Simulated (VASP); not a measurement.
Here is a VASP 6.6.1 calculation.

The input INCAR:

```
SYSTEM = K3Mg4F12
PREC = Accurate
ENCUT = 520
EDIFF = 1E-6
ISMEAR = 0
SIGMA = 0.05
LREAL = Auto
LASPH = .TRUE.
NELM = 80
ALGO = Normal
ISIF = 2
LWAVE = .FALSE.
LCHARG = .FALSE.
GGA = PS
NBANDS = 74
NELECT = 120.0
```

The input KPOINTS:

```
Automatic mesh
0
G
  4 4 4
  0 0 0
```

Contents of POSCAR:

```
K3Mg4F12
1.0
   -3.9908822801      3.9908822801      3.9908822801
    3.9908822801     -3.9908822801      3.9908822801
    3.9908822801      3.9908822801     -3.9908822801
K Mg F
3 4 12
Direct
    0.0000000000      0.0000000000      0.5000000000
    0.0000000000      0.5000000000      0.0000000000
    0.5000000000      0.0000000000      0.0000000000
    0.5000000000      0.5000000000      0.0000000000
    0.0000000000      0.0000000000      0.0000000000
    0.0000000000      0.5000000000      0.5000000000
    0.5000000000      0.0000000000      0.5000000000
    0.5000000000      0.7555663828      0.2444336172
   -0.0111327655      0.2444336172      0.2444336172
    0.0111327655      0.7555663828      0.7555663828
    0.5000000000      0.2444336172      0.7555663828
    0.7555663828      0.5000000000      0.2444336172
    0.2444336172     -0.0111327655      0.2444336172
    0.2444336172      0.5000000000      0.7555663828
    0.7555663828      0.0111327655      0.7555663828
    0.2444336172      0.7555663828      0.5000000000
    0.7555663828      0.2444336172      0.5000000000
    0.7555663828      0.7555663828      0.0111327655
    0.2444336172      0.2444336172     -0.0111327655
```

Potentials or basis: VASP PAW PBE potentials, release 64 (K_sv, Mg, F).

Launch:

```bash
$ cat potpaw_PBE.64/K_sv/POTCAR potpaw_PBE.64/Mg/POTCAR potpaw_PBE.64/F/POTCAR > POTCAR
$ mpirun -np 1 vasp_std > vasp.out
```

Task: Estimate the largest force.

Result: 0.009 eV/Å.

Forces in eV/Å, atoms in the order of the input:
```
K    0.000  0.000  0.000
K    0.000  0.000  0.000
K    0.000  0.000  0.000
Mg   0.000  0.000  0.000
Mg   0.000  0.000  0.000
Mg   0.000  0.000  0.000
Mg   0.000  0.000  0.000
F    0.000  0.006 -0.006
F    0.000  0.006  0.006
F    0.000 -0.006 -0.006
F    0.000 -0.006  0.006
F    0.006  0.000 -0.006
F    0.006  0.000  0.006
F   -0.006  0.000  0.006
F   -0.006  0.000 -0.006
F   -0.006  0.006  0.000
F    0.006 -0.006  0.000
F   -0.006 -0.006  0.000
F    0.006  0.006  0.000
```

Caveat: the cell carries a net charge on a neutralising background, which shifts energy and pressure; the cell differs from its parent crystal (atoms taken out, then relaxed in part); the PAW data sets were made with another functional, which shifts forces and pressure a little.
